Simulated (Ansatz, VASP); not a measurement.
SrO: VASP beside Ansatz

The input INCAR:

```
PREC = Accurate ; ENCUT = 520
EDIFF = 1E-7 ; ISMEAR = 0
SIGMA = 0.05 ; LREAL = False
LASPH = True ; NELM = 80
ALGO = Normal ; ISIF = 2
LWAVE = False ; LCHARG = False
GGA = PS ; NBANDS = 15
```

Contents of KPOINTS:

```
regular mesh
0
Gamma
  8 8 8
```

The input POSCAR:

```
SrO
1.0
    0.0000000000      2.5698000000      2.5698000000
    2.5698000000      0.0000000000      2.5698000000
    2.5698000000      2.5698000000      0.0000000000
Sr O
1 1
Direct
    0.0000000000      0.0000000000      0.0000000000
    0.5000000000      0.5000000000      0.5000000000
```

Input for Ansatz:

```yaml
crystal:
  lattice:
    - [0.0, 2.5698, 2.5698]
    - [2.5698, 0.0, 2.5698]
    - [2.5698, 2.5698, 0.0]
  atoms:
    - { symbol: Sr, position: [0.0, 0.0, 0.0] }
    - { symbol: O, position: [0.5, 0.5, 0.5] }
basis:
  ecutwfc: 420
kpoints:
  mp_grid: { grid: [8, 8, 8] }
hamiltonian:
  xc: pbesol
scf:
  occupations: { method: gaussian, width: 0.05 }
output:
  forces: true
  stress: true
  eigenvalues: true
```

Alike in both runs: task single point; functional PBEsol; k mesh 8 × 8 × 8; occupations gaussian, width 0.05 eV; no spin polarisation.

```csv
,VASP,Ansatz
version,VASP 6.6.1,Ansatz 0.2.0
potentials or method,"VASP PAW PBE potentials, release 64 (Sr_sv, O), cutoff 520 eV","scalar-relativistic, plane waves, PAW"
valence electrons in the cell,16,16
```

Ansatz gave:

* gap on the k mesh at the Fermi level (eV): 3.20
* least direct gap on the mesh (eV): 3.28
* pressure (GPa): -0.9

Q: Which values does VASP return?

A: gap on the k mesh at the Fermi level (eV): 3.15; least direct gap on the mesh (eV): 3.24; pressure (GPa): -0.3.

VASP's potentials were made for PBE, not for PBEsol. The functional is the same, so the differences come from potentials, cutoffs and numerics.
